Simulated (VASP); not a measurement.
Input of a VASP 6.6.1 run:

The input INCAR:

```
  ALGO = Normal
  EDIFF = 1E-6
  ENCUT = 520
  GGA = PE
  ISIF = 2
  ISMEAR = 0
  ISPIN = 2
  LASPH = True
  LCHARG = False
  LMAXMIX = 4
  LORBIT = 11
  LREAL = False
  LWAVE = False
  MAGMOM = 1.67 0
  NBANDS = 19
  NELM = 150
  PREC = Accurate
  SIGMA = 0.05
```

The input KPOINTS:

```
k-points
0
Gamma
  12 12 12
```

Contents of POSCAR:

```
NiO
1.0
    0.0000000000      2.3132913534      2.3132913534
    2.3132913534      0.0000000000      2.3132913534
    2.3132913534      2.3132913534      0.0000000000
Ni O
1 1
Direct
    0.0000000000      0.0000000000      0.0000000000
    0.2500000000      0.2500000000      0.2500000000
```

Potentials or basis: VASP PAW PBE potentials, release 64 (Ni, O).

Run with:

```sh
$ cat potpaw_PBE.64/Ni/POTCAR potpaw_PBE.64/O/POTCAR > POTCAR
$ mpirun -np 1 vasp_std > vasp.out
```

Q: Predict the pressure.

A: -11.1 GPa.

Q: Predict the site moments.

A: Ni +1.55; O +0.38 μB.

Q: Estimate the net moment.

A: 2.00 μB per cell.

Caveat: a cell with one magnetic atom can't hold antiferromagnetic order, which such compounds often take.
